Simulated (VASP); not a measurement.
Runs of VASP 6.6.1 on CdTe. The structure is that of space group F-43m (No. 216), or close to it. The cells are those of the table. 

```csv
task,level,cell,gap on the mesh (eV),pressure (GPa)
single point,PBE,"a = 4.563 Å, angles 60.0°, 2 atoms",0.81,(a)
electric field gradients,PBE,"a = 4.441 Å, angles 60.0°, 2 atoms",1.07,8.2
single point,PBE,"a = 4.441 Å, angles 60.0°, 2 atoms",1.07,8.2
electric field gradients,RPBE,"a = 4.533 Å, angles 60.0°, 2 atoms",1.02,6.1
electric field gradients,PBE,"a = 4.533 Å, angles 60.0°, 2 atoms",(b),4.4
```

Alike in all rows: potentials or basis VASP PAW PBE potentials, release 64 (Cd, Te); no spin polarisation; k mesh 9 × 9 × 9; cutoff (eV) 520; smearing fermi-dirac 0.08 eV.

Question: Estimate the missing entries.

Answer: (a) 3.4; (b) 0.87.

Caveats: spin-orbit coupling is left out, which moves the levels of the heavy elements; the PAW data sets were made with another functional, which shifts forces and pressure a little (some runs).

A k mesh can miss the band edges, and the runs leave out spin-orbit coupling on Cd, Te.
